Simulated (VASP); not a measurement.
# CdS in VASP: further runs

The runs below take CdS through single point, with r2SCAN.

All numbers are computed with VASP 6.6.1; they aren't measurements. Logs are shortened: lines on timing, memory, paths and dates and some standing lists are left out, and cuts for length are marked.

### 1 The cell of the first run

It takes space group Fm-3m (No. 225, cubic). The conventional cell has a = 5.545 Å, b = 5.545 Å, c = 5.545 Å, α = 90.00°, β = 90.00°, γ = 90.00°. Within 3.7 Å of Cd (site symmetry m-3m) lie 6 S at 2.77 Å. S (site symmetry m-3m) has 6 Cd at 2.77 Å within 3.7 Å.

### 2 Single point, r2SCAN

Input file POSCAR:

```
CdS
1.0
    0.0000000000      2.7724455593      2.7724455593
    2.7724455593      0.0000000000      2.7724455593
    2.7724455593      2.7724455593      0.0000000000
Cd S
1 1
Direct
    0.0000000000      0.0000000000      0.0000000000
    0.5000000000      0.5000000000      0.5000000000
```

Input file INCAR.step1:

```
PREC = Accurate ; ENCUT = 520
ISMEAR = 0 ; SIGMA = 0.05
LREAL = F ; LASPH = T
NELM = 60 ; NBANDS = 16
GGA = PE ; ALGO = Normal
EDIFF = 1E-4 ; LWAVE = T
LCHARG = F
```

Input file INCAR.step2:

```
PREC = Accurate ; ENCUT = 520
EDIFF = 1E-6 ; ISMEAR = 0
SIGMA = 0.05 ; LREAL = F
LASPH = T ; NELM = 60
ALGO = Normal ; ISIF = 2
LWAVE = F ; LCHARG = T
METAGGA = R2SCAN ; LMIXTAU = T
LELF = T ; LVHAR = T
NBANDS = 16 ; ISTART = 1
```

Input file KPOINTS:

```
regular mesh
0
Gamma
  8 8 8
```

Potentials or basis: VASP PAW PBE potentials, release 64 (Cd, S).

Started as:

```
> cat potpaw_PBE.64/Cd/POTCAR potpaw_PBE.64/S/POTCAR > POTCAR
> cp INCAR.step1 INCAR
> mpirun -np 1 vasp_std > vasp.out
> cp INCAR.step2 INCAR
> mpirun -np 1 vasp_std > vasp.out
```

OUTCAR:

```text
PREC = Accurate
   ENCUT = 520
   EDIFF = 1E-6
   ISMEAR = 0
   LREAL = F
   LASPH = T
   NELM = 60
   ISIF = 2
   METAGGA = R2SCAN
   ISTART = 1

 ion  position               nearest neighbor table
   1  0.000  0.000  0.000-   2 2.77   2 2.77   2 2.77   2 2.77   2 2.77   2 2.77
   2  0.500  0.500  0.500-   1 2.77   1 2.77   1 2.77   1 2.77   1 2.77   1 2.77

  LATTYP: Found a face centered cubic cell.
 ALAT       =     5.5448911186

  Lattice vectors:

 A1 = (   0.0000000000,   2.7724455593,   2.7724455593)
 A2 = (   2.7724455593,   0.0000000000,   2.7724455593)
 A3 = (   2.7724455593,   2.7724455593,   0.0000000000)

Analysis of symmetry for initial positions (statically):
=====================================================================
 Subroutine PRICEL returns:
 Original cell was already a primitive cell.

 Routine SETGRP: Setting up the symmetry group for a
 face centered cubic supercell.

 Subroutine GETGRP returns: Found 48 space group operations
 (whereof 48 operations were pure point group operations)
 out of a pool of 48 trial point group operations.

The static configuration has the point symmetry O_h .

Analysis of symmetry for dynamics (positions and initial velocities):
=====================================================================
 Subroutine PRICEL returns:
 Original cell was already a primitive cell.

 Routine SETGRP: Setting up the symmetry group for a
 face centered cubic supercell.

 Subroutine GETGRP returns: Found 48 space group operations
 (whereof 48 operations were pure point group operations)
 out of a pool of 48 trial point group operations.

The dynamic configuration has the point symmetry O_h .

 Subroutine INISYM returns: Found 48 space group operations
 (whereof 48 operations are pure point group operations),
 and found     1 'primitive' translations

----------------------------------------------------------------------------------------

                                     Primitive cell

  volume of cell :      42.6206

  direct lattice vectors                    reciprocal lattice vectors
     0.000000000  2.772445559  2.772445559    -0.180346192  0.180346192  0.180346192
     2.772445559  0.000000000  2.772445559     0.180346192 -0.180346192  0.180346192
     2.772445559  2.772445559  0.000000000     0.180346192  0.180346192 -0.180346192

  length of vectors
     3.920830111  3.920830111  3.920830111     0.312368768  0.312368768  0.312368768

  position of ions in fractional coordinates (direct lattice)
     0.000000000  0.000000000  0.000000000
     0.500000000  0.500000000  0.500000000

  ion indices of the primitive-cell ions
   primitive index   ion index
                 1           1
                 2           2

----------------------------------------------------------------------------------------

 KPOINTS: regular mesh

Automatic generation of k-mesh.
 Grid dimensions read from file:
 generate k-points for:    8    8    8

 Generating k-lattice:

  Cartesian coordinates                     Fractional coordinates (reciprocal lattice)
    -0.022543274  0.022543274  0.022543274     0.125000000  0.000000000  0.000000000
     0.022543274 -0.022543274  0.022543274     0.000000000  0.125000000  0.000000000
     0.022543274  0.022543274 -0.022543274     0.000000000  0.000000000  0.125000000

  Length of vectors
     0.039046096  0.039046096  0.039046096

  Shift w.r.t. Gamma in fractional coordinates (k-lattice)
     0.000000000  0.000000000  0.000000000

 Subroutine IBZKPT returns following result:
 ===========================================

 Found     29 irreducible k-points:

 Following reciprocal coordinates:
            Coordinates               Weight
  0.000000  0.000000  0.000000      1.000000
  0.125000  0.000000  0.000000      8.000000
  0.250000  0.000000  0.000000      8.000000
  0.375000  0.000000  0.000000      8.000000
  0.500000  0.000000  0.000000      4.000000
  0.125000  0.125000  0.000000      6.000000
[... 16 lines left out ...]
  0.500000  0.250000  0.125000     48.000000
 -0.375000  0.250000  0.125000     24.000000
 [... further k-points ...]
   k-points           NKPTS =     29   k-points in BZ     NKDIM =     29   number of bands    NBANDS=     16
   number of dos      NEDOS =    301   number of ions     NIONS =      2
   total plane-waves  NPLWV =  27000
   dimension x,y,z NGX =    30 NGY =   30 NGZ =   30
   dimension x,y,z NGXF=    60 NGYF=   60 NGZF=   60
   ions per type =               1   1
   NGX,Y,Z   is equivalent  to a cutoff of  12.72, 12.72, 12.72 a.u.
   NGXF,Y,Z  is equivalent  to a cutoff of  25.44, 25.44, 25.44 a.u.
 SYSTEM =  unknown system
   PREC   = accura    normal or accurate (medium, high low for compatibility)
   ISTART =      1    job   : 0-new  1-cont  2-samecut
   ICHARG =      0    charge: 1-file 2-atom 10-const
   ISPIN  =      1    spin polarized calculation?
   LNONCOLLINEAR =      F non collinear calculations
   LSORBIT =      F    spin-orbit coupling
   LASPH  =      T    aspherical Exc in radial PAW
   ENCUT  =  520.0 eV  38.22 Ry    6.18 a.u.   7.29  7.29  7.29*2*pi/ulx,y,z
   NELM   =     60;   NELMIN=  2; NELMDL=  0     # of ELM steps
   EDIFF  = 0.1E-05   stopping-criterion for ELM
   LREAL  =      F    real-space projection
   EDIFFG = 0.1E-04   stopping-criterion for IOM
   NSW    =      0    number of steps for IOM
   IBRION =     -1    ionic relax: 0-MD 1-quasi-New 2-CG
   NFREE  =      0    steps in history (QN), initial steepest desc. (CG)
   ISIF   =      2    stress and relaxation
   ISYM   =      2    0-nonsym 1-usesym 2-fastsym
   POTIM  = 0.5000    time-step for ionic-motion
   TEBEG  =    0.0;   TEEND  =   0.0 temperature during run
   PSTRESS=    0.0 pullay stress
   NELECT =      18.0000    total number of electrons
   NUPDOWN=      -1.0000    fix difference up-down
   EMIN   =  10.00;   EMAX   =-10.00  energy-range for DOS
   EFERMI =   0.00;   METHOD = LEGACY
   ISMEAR =     0;   SIGMA  =   0.05  broadening in eV -4-tet -1-fermi 0-gaus
   EFERMI_NEDOS =   21; number of points for ismear=-14 and -15
   IALGO  =     38    algorithm
   IMIX   =      4    mixing-type and parameters
     AMIX     =   0.40;   BMIX     =  1.00
     AMIX_MAG =   1.60;   BMIX_MAG =  1.00
  volume/ion in A,a.u.               =      21.31       143.81
  Fermi-wavevector in a.u.,A,eV,Ry     =   1.228267  2.321087 20.526277  1.508639
  Thomas-Fermi vector in A             =   2.363199
   LORBIT       =      0    0 simple, 1 ext, 2 COOP (PROOUT), +10 PAW based schemes
   METAGGA = R2SCAN    functional components
   LHFCALC =     F    Hartree Fock is set to
   AEXX    =    0.0000 exact exchange contribution
   IVDW    =     0    specifies the selected vdW correction
   LEPSILON=     F    determine dielectric tensor
   LRPA    =     F    only Hartree local field effects (RPA)
 non-spin polarized calculation
 Gauss-broadening in eV      SIGMA  =   0.05
  energy-cutoff  :      520.00
  volume of cell :       42.62
 maximum number of plane-waves:      1174
 NGX is ok and might be reduce to    30
   NGX = 15   NGY = 15   NGZ = 15

 number of electron      18.0000003 magnetization

 Free energy of the ion-electron system (eV)
  ---------------------------------------------------
  ext. energy  EPLUGINS =         0.00000000
  ---------------------------------------------------
  free energy    TOTEN  =       -29.50542846 eV

  energy without entropy =      -29.50542846  energy(sigma->0) =      -29.50542846

 E-fermi :   2.5213     XC(G=0): -10.7410

 val. band max:        2.2652615540   @ k =   0.5000   0.0000   0.0000
 cond. band min:       2.9961027767   @ k =   0.5000   0.5000   0.0000
 fundamental gap:      0.7308412227
 Fermi energy:         2.5213467598

 k-point     1 :       0.0000    0.0000    0.0000
  band No.  band energies     occupation
      1     -10.7251      2.00000
      2      -5.5036      2.00000
      3      -5.5035      2.00000
      4      -5.5035      2.00000
      5      -5.5016      2.00000
      6      -5.5016      2.00000
[... 8 lines left out ...]
     15      14.3067      0.00000
     16      14.3067      0.00000

 k-point     2 :       0.1250    0.0000    0.0000
  band No.  band energies     occupation
      1     -10.5993      2.00000
      2      -5.5452      2.00000
      3      -5.5452      2.00000
      4      -5.5156      2.00000
      5      -5.4778      2.00000
      6      -5.4778      2.00000
[... 8 lines left out ...]
     15      13.0636      0.00000
     16      13.9543      0.00000

 k-point     3 :       0.2500    0.0000    0.0000
  band No.  band energies     occupation
      1     -10.2649      2.00000
      2      -5.6466      2.00000
      3      -5.6466      2.00000
      4      -5.5597      2.00000
      5      -5.4155      2.00000
      6      -5.4155      2.00000
[... 8 lines left out ...]
     15      13.6372      0.00000
     16      13.6833      0.00000

 k-point     4 :       0.3750    0.0000    0.0000
  band No.  band energies     occupation
      1      -9.8707      2.00000
      2      -5.7440      2.00000
      3      -5.7440      2.00000
      4      -5.6426      2.00000
      5      -5.3521      2.00000
      6      -5.3521      2.00000
[... 8 lines left out ...]
     15      14.9354      0.00000
     16      14.9354      0.00000
[... 324 lines left out ...]
 k-point    22 :       0.3750    0.2500    0.1250
  band No.  band energies     occupation
      1     -10.0838      2.00000
      2      -5.6612      2.00000
      3      -5.5844      2.00000
      4      -5.5547      2.00000
      5      -5.4015      2.00000
      6      -5.3370      2.00000
[... 8 lines left out ...]
     15      15.9750      0.00000
     16      16.8210      0.00000

 k-point    23 :       0.5000    0.2500    0.1250
  band No.  band energies     occupation
      1      -9.8310      2.00000
      2      -5.6740      2.00000
      3      -5.6002      2.00000
      4      -5.5499      2.00000
      5      -5.3477      2.00000
      6      -5.2614      2.00000
[... 8 lines left out ...]
     15      16.4513      0.00000
     16      17.0087      0.00000

 k-point    24 :      -0.3750    0.2500    0.1250
  band No.  band energies     occupation
      1      -9.7201      2.00000
      2      -5.7086      2.00000
      3      -5.5739      2.00000
      4      -5.5405      2.00000
      5      -5.3163      2.00000
      6      -5.2253      2.00000
[... 8 lines left out ...]
     15      15.1350      0.00000
     16      17.3128      0.00000

 [... further k-points ...]
[... 5 lines left out ...]
  --------------------------------------------------------------------------------------
  -------------------------------------------------------------------------------------
  Total       -0.8740005     -0.8740005     -0.8740005      0.0000000      0.0000000      0.0000000
  in kB      -32.8551287    -32.8551287    -32.8551287      0.0000000      0.0000000      0.0000000
  external PRESSURE =     -32.8551287 kB  Pullay stress =       0.0000000 kB

 VOLUME and BASIS-vectors are now :
 -----------------------------------------------------------------------------
  energy-cutoff  :      520.00
  volume of cell :       42.62
      direct lattice vectors                 reciprocal lattice vectors
     0.000000000  2.772445559  2.772445559    -0.180346192  0.180346192  0.180346192
     2.772445559  0.000000000  2.772445559     0.180346192 -0.180346192  0.180346192
     2.772445559  2.772445559  0.000000000     0.180346192  0.180346192 -0.180346192

 POSITION                                       TOTAL-FORCE (eV/Angst)
 -----------------------------------------------------------------------------------
      0.00000      0.00000      0.00000         0.000000     -0.000000     -0.000000
      2.77245      2.77245      2.77245         0.000000      0.000000      0.000000
 -----------------------------------------------------------------------------------
    total drift:                               -0.000000      0.000000      0.000000

  FREE ENERGIE OF THE ION-ELECTRON SYSTEM (eV)
  ---------------------------------------------------
  free  energy   TOTEN  =       -29.5054284613 eV

  energy  without entropy=      -29.5054284613  energy(sigma->0) =      -29.50542846
```

Run time: 71 s. Hardware: 1 thread of Intel Xeon Platinum 8375C at 2.90GHz (Ice Lake), shared host; peak memory 0.17 GiB.

Results:

| Item | Value |
| --- | --- |
| Free energy | -29.5054 eV |
| Pressure | -3.3 GPa |
| Band gap on the k mesh | 0.73 eV, indirect (least direct gap 2.01 eV) |

Caveat: the PAW data sets were made with another functional, which shifts forces and pressure a little.

[end of part 1 of 2]
